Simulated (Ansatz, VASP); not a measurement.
RbBr: VASP beside Ansatz

```
Rb Br
1.0
     4.12608    0.00000    0.00000
     0.00000    4.12608    0.00000
     0.00000    0.00000    3.91977
Rb Br
1 1
Direct
  0.00000 0.00000 0.00000
  0.50000 0.50000 0.50000
```

Change from the starting cell: strain +0.000 along x and y, -0.050 along z, atoms carried along.

Alike in both runs: task single point; functional PBEsol; k mesh 6 × 6 × 6; occupations gaussian, width 0.05 eV; no spin polarisation.

|  | VASP | Ansatz |
| --- | --- | --- |
| version | VASP 6.6.1 | Ansatz 0.2.0 |
| potentials or method | VASP PAW PBE potentials, release 64 (Rb_sv, Br), cutoff 520 eV | scalar-relativistic, plane waves, PAW |
| valence electrons in the cell | 16 | 16 |

Ansatz gave:

```
gap on the k mesh at the Fermi level (eV)                     : 3.88
least direct gap on the mesh (eV)                             : 4.01
pressure (GPa)                                                : 0.2
traceless stress, the component that is largest in VASP (GPa) : 1.07
```

Task: Which values does VASP return?

Result: gap on the k mesh at the Fermi level (eV): 3.87; least direct gap on the mesh (eV): 4.01; pressure (GPa): 0.3; traceless stress, the component that is largest in VASP (GPa): 1.07.

VASP's potentials were made for PBE, not for PBEsol.
